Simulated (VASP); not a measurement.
# BeTe (F-43m) in VASP: further runs

Runs on BeTe. Level: LDA. Tasks: vibrations by perturbation theory.

Program: VASP 6.6.1. These are calculated values, not measurements. Logs are shortened: lines on timing, memory, paths and dates and some standing lists are left out, and cuts for length are marked.

## Step 1: The cell of the first run

The structure is cubic, space group F-43m (No. 216). Conventional cell: a = 5.252 Å, b = 5.252 Å, c = 5.252 Å, α = 90.00°, β = 90.00°, γ = 90.00°. Be (site symmetry -43m) has 4 Te at 2.27 Å within 3.0 Å. Te (site symmetry -43m) has 4 Be at 2.27 Å within 3.0 Å.

## Step 2: Vibrations by perturbation theory, LDA

INCAR

```
ALGO = Normal ; EDIFF = 1E-8
ENCUT = 520 ; GGA = CA
IBRION = 8 ; ISIF = 2
ISMEAR = 0 ; LASPH = T
LCHARG = F ; LREAL = F
LWAVE = F ; NELM = 60
NSW = 1 ; PREC = Accurate
SIGMA = 0.01
```

KPOINTS

```
k-points
0
Gamma
  8 8 8
```

POSCAR

```
BeTe
1.0
    2.6258332184      2.6258332184      0.0000000000
   -2.6258332184      2.6258332184      0.0000000000
    0.0000000000      2.6258332184      2.6258332184
Be Te
1 1
Direct
    0.0000000000      0.0000000000      0.0000000000
    0.7500000000      0.2500000000      0.5000000000
```

Potentials or basis: VASP PAW LDA potentials, release 64 (Be, Te).

The run is started by

```bash
$ cat potpaw_LDA.64/Be/POTCAR potpaw_LDA.64/Te/POTCAR > POTCAR
$ mpirun -np 1 vasp_std > vasp.out
```

OUTCAR:

```text
EDIFF = 1E-8
   ENCUT = 520
   GGA = CA
   IBRION = 8
   ISIF = 2
   ISMEAR = 0
   LASPH = T
   LREAL = F
   NELM = 60
   NSW = 1
   PREC = Accurate

 ion  position               nearest neighbor table
   1  0.000  0.000  0.000-   2 2.27   2 2.27   2 2.27   2 2.27
   2  0.750  0.250  0.500-   1 2.27   1 2.27   1 2.27   1 2.27

  LATTYP: Found a face centered cubic cell.
 ALAT       =     5.2516664368

  Lattice vectors:

 A1 = (   0.0000000000,   2.6258332184,   2.6258332184)
 A2 = (   2.6258332184,   0.0000000000,   2.6258332184)
 A3 = (   2.6258332184,   2.6258332184,   0.0000000000)

Analysis of symmetry for initial positions (statically):
=====================================================================
 Subroutine PRICEL returns:
 Original cell was already a primitive cell.

 Routine SETGRP: Setting up the symmetry group for a
 face centered cubic supercell.

 Subroutine GETGRP returns: Found 24 space group operations
 (whereof 24 operations were pure point group operations)
 out of a pool of 48 trial point group operations.

The static configuration has the point symmetry T_d .

Analysis of symmetry for dynamics (positions and initial velocities):
=====================================================================
 Subroutine PRICEL returns:
 Original cell was already a primitive cell.

 Routine SETGRP: Setting up the symmetry group for a
 face centered cubic supercell.

 Subroutine GETGRP returns: Found 24 space group operations
 (whereof 24 operations were pure point group operations)
 out of a pool of 48 trial point group operations.

The dynamic configuration has the point symmetry T_d .

 Subroutine INISYM returns: Found 24 space group operations
 (whereof 24 operations are pure point group operations),
 and found     1 'primitive' translations

----------------------------------------------------------------------------------------

                                     Primitive cell

  volume of cell :      36.2102

  direct lattice vectors                    reciprocal lattice vectors
     2.625833218  2.625833218  0.000000000     0.190415749  0.190415749 -0.190415749
    -2.625833218  2.625833218  0.000000000    -0.190415749  0.190415749 -0.190415749
     0.000000000  2.625833218  2.625833218     0.000000000  0.000000000  0.380831499

  length of vectors
     3.713488950  3.713488950  3.713488950     0.329809752  0.329809752  0.380831499

  position of ions in fractional coordinates (direct lattice)
     0.000000000  0.000000000  0.000000000
     0.750000000  0.250000000  0.500000000

  ion indices of the primitive-cell ions
   primitive index   ion index
                 1           1
                 2           2

----------------------------------------------------------------------------------------

 KPOINTS: k-points

Automatic generation of k-mesh.
 Grid dimensions read from file:
 generate k-points for:    8    8    8

 Generating k-lattice:

  Cartesian coordinates                     Fractional coordinates (reciprocal lattice)
     0.023801969  0.023801969 -0.023801969     0.125000000  0.000000000  0.000000000
    -0.023801969  0.023801969 -0.023801969     0.000000000  0.125000000  0.000000000
     0.000000000  0.000000000  0.047603937     0.000000000  0.000000000  0.125000000

  Length of vectors
     0.041226219  0.041226219  0.047603937

  Shift w.r.t. Gamma in fractional coordinates (k-lattice)
     0.000000000  0.000000000  0.000000000

 Subroutine IBZKPT returns following result:
[... 77 lines left out ...]
   IVDW    =     0    specifies the selected vdW correction
   LEPSILON=     F    determine dielectric tensor
   LRPA    =     F    only Hartree local field effects (RPA)
 non-spin polarized calculation
 Gauss-broadening in eV      SIGMA  =   0.01
  energy-cutoff  :      520.00
  volume of cell :       36.21
 maximum number of plane-waves:       992
   NGX = 13   NGY = 13   NGZ = 13

--------------------------------------- Ionic step        1  -------------------------------------------

 number of electron       8.0000000 magnetization

 Free energy of the ion-electron system (eV)
  ---------------------------------------------------
  ext. energy  EPLUGINS =         0.00000000
  ---------------------------------------------------
  free energy    TOTEN  =        -8.44082222 eV

  energy without entropy =       -8.44082222  energy(sigma->0) =       -8.44082222

 E-fermi :   7.6702     XC(G=0): -10.1048

 val. band max:        7.5767297698   @ k =   0.0000   0.0000   0.0000
 cond. band min:       8.8760051017   @ k =   0.5000   0.5000   0.0000
 fundamental gap:      1.2992753319
 Fermi energy:         7.6701861945

 k-point     1 :       0.0000    0.0000    0.0000
  band No.  band energies     occupation
      1      -6.3201      2.00000
      2       7.5767      2.00000
      3       7.5767      2.00000
      4       7.5767      2.00000
      5      10.9240      0.00000
      6      10.9240      0.00000
      7      10.9240      0.00000
      8      12.9651      0.00000
[... 243 lines left out ...]
 k-point    24 :       0.5000    0.2500    0.1250
  band No.  band energies     occupation
      1      -4.0505      2.00000
      2       1.0932      2.00000
      3       3.8691      2.00000
      4       4.9663      2.00000
      5      11.4963      0.00000
      6      12.2131      0.00000
      7      14.8463      0.00000
      8      15.8950      0.00000

 [... further k-points ...]

------------------------ aborting loop because EDIFF is reached ----------------------------------------

  FORCE on cell =-STRESS in cart. coord.  units (eV):
  Direction    XX          YY          ZZ          XY          YZ          ZX
  --------------------------------------------------------------------------------------
  -------------------------------------------------------------------------------------
  Total        3.5003043      3.5003043      3.5003043      0.0000000      0.0000000     -0.0000000
  in kB      154.8763013    154.8763013    154.8763013      0.0000000      0.0000000     -0.0000000
  external PRESSURE =     154.8763013 kB  Pullay stress =       0.0000000 kB

 VOLUME and BASIS-vectors are now :
 -----------------------------------------------------------------------------
  energy-cutoff  :      520.00
  volume of cell :       36.21
      direct lattice vectors                 reciprocal lattice vectors
     2.625833218  2.625833218  0.000000000     0.190415749  0.190415749 -0.190415749
    -2.625833218  2.625833218  0.000000000    -0.190415749  0.190415749 -0.190415749
     0.000000000  2.625833218  2.625833218     0.000000000  0.000000000  0.380831499

 POSITION                                       TOTAL-FORCE (eV/Angst)
 -----------------------------------------------------------------------------------
      0.00000      0.00000      0.00000        -0.000000     -0.000000      0.000000
      1.31292      3.93875      1.31292         0.000000      0.000000     -0.000000
 -----------------------------------------------------------------------------------
    total drift:                               -0.000000      0.000000     -0.000000

  FREE ENERGIE OF THE ION-ELECTRON SYSTEM (eV)
  ---------------------------------------------------
  free  energy   TOTEN  =        -8.4408222179 eV

  energy  without entropy=       -8.4408222179  energy(sigma->0) =       -8.44082222

[... ionic steps 2 to 3 ...]

--------------------------------------- Ionic step        4  -------------------------------------------

------------------------ aborting loop because EDIFF is reached ----------------------------------------

[... ionic steps 5 to 6 ...]

--------------------------------------- Ionic step        7  -------------------------------------------

 Free energy of the ion-electron system (eV)
  ---------------------------------------------------
  ---------------------------------------------------
  free energy    TOTEN  =        -0.04393902 eV

  energy without entropy =       -0.04393902

------------------------ aborting loop because EDIFF is reached ----------------------------------------

 INTERNAL STRAIN TENSOR  FOR ION    2  DIRECTION 1   (eV/Angst):
 -----------------------------------------------------------------------------
     0.01576  0.00000  0.00000
     0.00000 -0.01709 10.72223
    -0.00000 10.72223 -0.01709

 INTERNAL STRAIN TENSOR FOR ION    2 for displacements in x,y,z  (eV/Angst):
          X           Y           Z          XY          YZ          ZX
  --------------------------------------------------------------------------------
  x    -0.00000    -0.00000    -0.00000    -0.00000    10.72223    -0.00000
  y    -0.00000    -0.00000    -0.00000    -0.00000    -0.00000    10.72223
  z    -0.00000    -0.00000    -0.00000    10.72223    -0.00000     0.00000

 SECOND DERIVATIVES (NOT SYMMETRIZED)
 ------------------------------------
               1X          1Y          1Z          2X          2Y          2Z
  1X   -11.171769    0.000000   -0.000000   11.171769   -0.000000    0.000000
  1Y    -0.000000  -11.171769    0.000000    0.000000   11.171769   -0.000000
  1Z    -0.000000    0.000000  -11.171769    0.000000   -0.000000   11.171769
  2X    11.171166    0.000000   -0.000000  -11.171166   -0.000000    0.000000
  2Y    -0.000000   11.171166    0.000000    0.000000  -11.171166   -0.000000
  2Z    -0.000000    0.000000   11.171166    0.000000   -0.000000  -11.171166

 Eigenvectors and eigenvalues of the dynamical matrix
 ----------------------------------------------------

   1 f  =   18.009303 THz   113.155790 2PiTHz  600.725695 cm-1    74.480460 meV
             X         Y         Z           dx          dy          dz
      0.000000  0.000000  0.000000     0.000000    0.966452    0.000000
      1.312917  3.938750  1.312917     0.000000   -0.256849    0.000000
[... 21 lines left out ...]
   6 f/i=    0.000121 THz     0.000758 2PiTHz    0.004022 cm-1     0.000499 meV
             X         Y         Z           dx          dy          dz
      0.000000  0.000000  0.000000    -0.256849    0.000000    0.000000
      1.312917  3.938750  1.312917    -0.966452   -0.000000    0.000000

--------------------------------------------------------------------------------------------------------

 ELASTIC MODULI CONTR FROM IONIC RELAXATION (kBar)
 Direction    XX          YY          ZZ          XY          YZ          ZX
 --------------------------------------------------------------------------------
 XX          -0.0000     -0.0000     -0.0000      0.0000      0.0000      0.0000
 YY          -0.0000     -0.0000     -0.0000      0.0000      0.0000      0.0000
 ZZ          -0.0000     -0.0000     -0.0000      0.0000      0.0000      0.0000
 XY           0.0000      0.0000      0.0000   -467.0685      0.0000      0.0000
 YZ           0.0000      0.0000      0.0000      0.0000   -467.0685     -0.0000
 ZX           0.0000      0.0000      0.0000      0.0000     -0.0000   -467.0685
 --------------------------------------------------------------------------------
```

Run time: 2.1 min. Hardware: 1 thread of Intel Xeon 8259CL, shared host; peak memory 0.21 GiB.

Results:

| Quantity | Value |
| --- | --- |
| Highest phonon frequency at Γ, LO-TO splitting left out | 601 cm⁻¹ |

Phonon frequencies in cm⁻¹ (negative: imaginary):
| q point | frequencies |
| --- | --- |
| (0.000, 0.000, 0.000) | 0 0 0 601 601 601 |

Caveat: the cell stands under pressure or tension, which shifts response properties; spin-orbit coupling is left out, which moves the levels of the heavy elements.

(Part 1 of 3 ends here.)
